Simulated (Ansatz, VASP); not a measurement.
## One calculation of V, two programs

```
V
1.0
    -1.50733    1.51300    1.50733
     1.51867   -1.51300    1.51867
     1.50733    1.51300   -1.50733
V
1
Direct
  0.00000 0.00000 0.00000
```

Change from the starting cell: strain +0.0075 x Voigt [0, 0, 0, 0, 1, 0], atoms carried along.

Alike in both runs: task single point; functional PBEsol; k mesh 22 × 22 × 22; occupations gaussian, width 0.15 eV; no spin polarisation.

|  | VASP | Ansatz |
| --- | --- | --- |
| version | VASP 6.6.1 | Ansatz 0.2.0 |
| potentials or method | VASP PAW PBE potentials, release 64 (V_sv), cutoff 520 eV | scalar-relativistic, plane waves, PAW |
| valence electrons in the cell | 13 | 13 |

VASP gave:

```
gap on the k mesh at the Fermi level (eV)                     : none
pressure (GPa)                                                : -11.4
traceless stress, the component that is largest in VASP (GPa) : -0.13
```

Problem. What did Ansatz give for the same quantities?

Solution. gap on the k mesh at the Fermi level (eV): none; pressure (GPa): -11.6; traceless stress, the component that is largest in VASP (GPa): -0.13.

VASP's potentials were made for PBE, not for PBEsol. A gap of «none» marks a metal or a gap that the smearing closes.
